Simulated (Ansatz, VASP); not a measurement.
# Two plane-wave programs on Al3Cu2

```
CELL_PARAMETERS angstrom
4.09859 0.00000 0.00000
-2.04929 3.54948 0.00000
0.00000 0.00000 4.98210
ATOMIC_POSITIONS crystal
Al 0.00000 0.00000 0.00000
Al 0.33333 0.66667 0.35151
Al 0.66667 0.33333 0.64849
Cu 0.33333 0.66667 0.84229
Cu 0.66667 0.33333 0.15771
```

Alike in both runs: task single point; functional PBEsol; k mesh 12 × 12 × 8; occupations gaussian, width 0.15 eV; no spin polarisation.

|  | VASP | Ansatz |
| --- | --- | --- |
| version | VASP 6.6.1 | Ansatz 0.2.0 |
| potentials or method | VASP PAW PBE potentials, release 64 (Al, Cu), cutoff 520 eV | scalar-relativistic, plane waves, PAW |
| valence electrons in the cell | 31 | 47 |

|  | VASP | Ansatz | Ansatz less VASP |
| --- | --- | --- | --- |
| gap on the k mesh at the Fermi level (eV) | none | none | - |
| pressure (GPa) | 0.9 | 0.0 | -0.86 |

VASP's potentials were made for PBE, not for PBEsol. A gap of «none» marks a metal or a gap that the smearing closes. VASP's potentials hold 31 valence electrons a cell and Ansatz's 47, so a difference there can come from the potentials and not from the codes.
